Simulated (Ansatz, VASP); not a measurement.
**Two plane-wave programs on C**

The input INCAR:

```
SYSTEM = C
  PREC = Accurate
  ENCUT = 520
  EDIFF = 1E-7
  ISMEAR = 0
  SIGMA = 0.15
  LREAL = .False.
  LASPH = .True.
  NELM = 80
  ALGO = Normal
  ISIF = 2
  LWAVE = .False.
  LCHARG = .True.
  GGA = PE
  LELF = .True.
  LVHAR = .True.
  NBANDS = 16
```

The input KPOINTS:

```
regular mesh
0
Gamma
  21 21 6
  0 0 0
```

POSCAR

```
C
1.0
    1.2326312545     -2.1928161997      0.0000000000
    1.2326312545      2.1928161997      0.0000000000
    0.0000000000      0.0000000000      8.9384357659
C
4
Direct
    0.0833329406      0.9166670594      0.7503043452
    0.5833329406      0.4166670594      0.2496956548
    0.9166670594      0.0833329406      0.2496956548
    0.4166670594      0.5833329406      0.7503043452
```

Input for Ansatz:

```yaml
crystal:
  lattice:
    - [1.2326312545, -2.1928161997, 0.0]
    - [1.2326312545, 2.1928161997, 0.0]
    - [0.0, 0.0, 8.9384357659]
  atoms:
    - { symbol: C, position: [0.0833329406, 0.9166670594, 0.7503043452] }
    - { symbol: C, position: [0.5833329406, 0.4166670594, 0.2496956548] }
    - { symbol: C, position: [0.9166670594, 0.0833329406, 0.2496956548] }
    - { symbol: C, position: [0.4166670594, 0.5833329406, 0.7503043452] }
basis:
  ecutwfc: 520.0
kpoints:
  mp_grid: { grid: [21, 21, 6] }
hamiltonian:
  xc: pbe
  pseudopotentials: { kind: paw, azcp: { folder: soft_1 } }
scf:
  occupations: { method: gaussian, width: 0.15 }
output:
  forces: true
  stress: true
  eigenvalues: true
```

Change from the starting cell: volume 12.080 Å^3 an atom, stretch along a over the lengths across it, relative to the relaxed cell 0.9736.

Alike in both runs: task single point; functional PBE; k mesh 21 × 21 × 6; occupations gaussian, width 0.15 eV; no spin polarisation.

```csv
,VASP,Ansatz
version,VASP 6.6.1,Ansatz 0.2.0
potentials or method,"VASP PAW PBE potentials, release 64 (C), cutoff 520 eV","scalar-relativistic, plane waves, PAW"
valence electrons in the cell,16,16
```

```csv
,VASP,Ansatz,Ansatz less VASP
gap on the k mesh at the Fermi level (eV),0.21,0.21,-0.001
least direct gap on the mesh (eV),0.21,0.21,-0.001
pressure (GPa),-7.1,-7.4,-0.32
"traceless stress, the component that is largest in VASP (GPa)",-11.87,-12.03,-0.162
rms of the force components (eV/Å),0.102,0.099,-0.0035
```

Atom by atom the forces differ by 0.003 eV/Å (rms over components).
